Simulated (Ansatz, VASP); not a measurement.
Two plane-wave programs on Sr2AlPtC6N6

```
Sr Al Pt C N
1.0
     0.00000    5.39844    5.39844
     5.39844    0.00000    5.39844
     5.39844    5.39844    0.00000
Sr Al Pt C N
2 1 1 6 6
Direct
  0.25000 0.25000 0.25000
  0.75000 0.75000 0.75000
  0.50000 0.50000 0.50000
  0.00000 0.00000 0.00000
  0.79041 0.20959 0.20959
  0.20959 0.79041 0.20959
  0.20959 0.20959 0.79041
  0.20959 0.79041 0.79041
  0.79041 0.20959 0.79041
  0.79041 0.79041 0.20959
  0.68126 0.31874 0.31874
  0.31874 0.68126 0.31874
  0.31874 0.31874 0.68126
  0.31874 0.68126 0.68126
  0.68126 0.31874 0.68126
  0.68126 0.68126 0.31874
```

Alike in both runs: functional PBE; k mesh 4 × 4 × 4; occupations gaussian, width 0.1 eV; no spin polarisation.

Ansatz relaxed the structure, and its values are those at the end. VASP's run is a single point on that final structure, the one shown.

```csv
,VASP,Ansatz
version,VASP 6.6.1,Ansatz 0.2.0
potentials or method,"VASP PAW PBE potentials, release 64 (Sr_sv, Al, Pt, C, N), cutoff 520 eV","scalar-relativistic, plane waves, PAW"
valence electrons in the cell,87,95
```

```tsv
	VASP	Ansatz	Ansatz less VASP
gap on the k mesh at the Fermi level (eV)	none	none	-
pressure (GPa)	0.4	0.1	-0.32
rms of the force components (eV/Å)	0.161	0.018	-0.1436
```

A gap of «none» marks a metal or a gap that the smearing closes. One of these differences is far larger than is usual between the two programs; its cause wasn't traced. VASP's potentials hold 87 valence electrons a cell and Ansatz's 95, so a difference there can come from the potentials and not from the codes.

Spin-orbit coupling is off throughout. Noted on VASP's run: the standard files for N, O and F lose accuracy on very short bonds.
